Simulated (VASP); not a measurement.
# Rb2FeCl6F: single point with RPBE

The system is Rb2FeCl6F.

```xyz
10
Lattice="0.0000 4.8105 4.8105 4.8105 0.0000 4.8105 4.8105 4.8105 0.0000" Properties=species:S:1:pos:R:3 pbc="T T T"
Fe    0.0000    0.0000    0.0000
Cl    2.0753    4.8105    4.8105
Cl    4.8105    2.0753    4.8105
Cl    7.5458    4.8105    4.8105
Cl    4.8105    7.5458    4.8105
Cl    4.8105    4.8105    2.0753
Cl    4.8105    4.8105    7.5458
Rb    2.4053    2.4053    2.4053
Rb    7.2158    7.2158    7.2158
F     4.8105    4.8105    4.8105
```

| Property | Result |
| --- | --- |
| Program | VASP 6.6.1 |
| Task | single point |
| Functional | RPBE |
| Potentials or basis | VASP PAW PBE potentials, release 64 (Fe, Cl, Rb_sv, F) |
| Cutoff | 520 eV |
| k mesh | 3 × 3 × 3 |
| Occupations | tetrahedron |
| Spin | no spin polarisation |
| Dipole correction | no |
| Further INCAR settings | ALGO = Normal; EDIFF = 1e-07; NBANDS = 48 |

The pressure is 13.6 GPa. The largest force is 3.218 eV/Å and the band gap on the k mesh is zero (an odd number of electrons rules out a gap without spin polarisation).

Forces in eV/Å, atoms in the order of the input:
```
Fe   0.000  0.000  0.000
Cl   3.218  0.000  0.000
Cl   0.000  3.218  0.000
Cl  -3.218  0.000  0.000
Cl   0.000 -3.218  0.000
Cl   0.000  0.000  3.218
Cl   0.000  0.000 -3.218
Rb   0.000  0.000  0.000
Rb   0.000  0.000  0.000
F    0.000  0.000  0.000
```

Levels at points of the mesh, in eV from the Fermi level:
| k point | band 34 | band 35 | band 36 | band 37 | band 38 | band 39 | band 40 | band 41 | band 42 | band 43 |
| --- | --- | --- | --- | --- | --- | --- | --- | --- | --- | --- |
| (0.00, 0.00, 0.00) | -0.13 | -0.13 | -0.13 | -0.09 | -0.09 | -0.09 | 2.99 | 2.99 | 6.22 | 6.79 |

Wall time 120 s on 1 thread of Intel(R) Xeon(R) 6975P-C (Granite Rapids), on a shared host, peak memory 0.39 GiB.

Caveat: the k points lie up to 0.38 Å⁻¹ apart, too coarse for converged energies and pressures of a metal; the PAW data sets were made with another functional, which shifts forces and pressure a little; an odd number of electrons without spin polarisation forces a metal; a magnetic or distorted state may lie lower; the run has no spin polarisation, though such a crystal can be magnetic; semilocal functionals often make such compounds metallic where correlation or magnetic order opens a gap, which also shifts bond lengths; tetrahedron occupations give inexact forces and stress in metals. Spin polarisation is off, so any magnetic state and its effect on volume and gap are missing.
